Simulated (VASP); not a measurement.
## P2Rh2W: single point with RPBE+U

The system is P2Rh2W.

```
CELL_PARAMETERS angstrom
0.00000 3.59159 0.00000
3.59159 0.00000 0.00000
1.79579 1.79579 -6.00416
ATOMIC_POSITIONS crystal
W 0.00000 0.00000 0.00000
Rh 0.75000 0.25000 0.50000
Rh 0.25000 0.75000 0.50000
P 0.36000 0.36000 0.28000
P 0.64000 0.64000 0.72000
```

```yaml
Program: VASP 6.6.1
Task: single point
Functional: RPBE
Potentials_or_basis: VASP PAW PBE potentials, release 64 (W_sv, Rh_pv, P)
Cutoff: 520 eV
k_mesh: 5 × 5 × 5
Occupations: gaussian, width 0.0137 eV
Spin: no spin polarisation
Hubbard_terms: Rh d U = 3.86 eV, J = 0.7 eV
Dipole_correction: no
LDAUTYPE: 1
Hund's_J: 0.7
Further_INCAR_settings: ALGO = Normal; EDIFF = 1e-06; NBANDS = 35
```

- Pressure: 10.2 GPa
- Largest force: 4.535 eV/Å
- Band gap on the k mesh: zero (bands 27 and 28 overlap by 0.73 eV)

Forces on the atoms (eV/Å):
```
W    0.000  0.000  0.000
Rh   0.000  0.000  0.000
Rh   0.000  0.000  0.000
P    0.000  0.000  4.535
P    0.000  0.000 -4.535
```

Stress tensor (GPa, compression positive):
```
17.60  0.00  0.00
 0.00 17.60  0.00
 0.00  0.00 -4.72
```

Levels at points of the mesh, in eV from the Fermi level:
```csv
k point,band 23,band 24,band 25,band 26,band 27,band 28,band 29,band 30,band 31,band 32
"(0.00, 0.00, 0.00)",-1.43,-1.43,-1.14,-0.30,0.70,1.05,2.12,2.13,2.13,2.20
```

Eigenvalues of the final occupation matrices:
```tsv
site	spin	trace	eigenvalues
site 2 d	1	3.87	0.74 0.76 0.76 0.80 0.81
site 2 d	2	3.87	0.74 0.76 0.76 0.80 0.81
site 3 d	1	3.87	0.74 0.76 0.76 0.80 0.81
site 3 d	2	3.87	0.74 0.76 0.76 0.80 0.81
```

Wall time 79 s on 1 thread of Intel Xeon 8259CL, with other jobs on the host, peak memory 0.21 GiB.

Caveat: the k points lie up to 0.37 Å⁻¹ apart, too coarse for converged energies and pressures of a metal; the PAW data sets were made with another functional, which shifts forces and pressure a little; spin-orbit coupling is left out, which moves the levels of the heavy elements; U without spin polarisation on a metal has little footing; the U is typed as a test and isn't derived for this compound.
